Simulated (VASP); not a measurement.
A run of VASP 6.6.1 is set up as follows.

Contents of INCAR:

```
  PREC = Accurate
  ENCUT = 520
  EDIFF = 1E-6
  ISMEAR = 0
  SIGMA = 0.1
  LREAL = F
  LASPH = T
  NELM = 100
  ALGO = Normal
  ISIF = 2
  LWAVE = F
  LCHARG = F
  GGA = PS
  NBANDS = 20
```

The input KPOINTS:

```
regular mesh
0
Gamma
  14 14 12
```

The input POSCAR:

```
NbRu
1.0
    3.0254822522      0.0000000000      0.0000000000
    0.0000000000      3.0254822522      0.0000000000
    0.0000000000      0.0000000000      3.3821619959
Nb Ru
1 1
Direct
    0.0000000000      0.0000000000      0.0000000000
    0.5000000000      0.5000000000      0.5000000000
```

Potentials or basis: VASP PAW PBE potentials, release 64 (Nb_sv, Ru_pv).

The run is started by

```sh
$ cat potpaw_PBE.64/Nb_sv/POTCAR potpaw_PBE.64/Ru_pv/POTCAR > POTCAR
$ mpirun -np 1 vasp_std > vasp.out
```

(1) Estimate the pressure.

## Answers

(1) -0.3 GPa.

Caveat: the PAW data sets were made with another functional, which shifts forces and pressure a little.
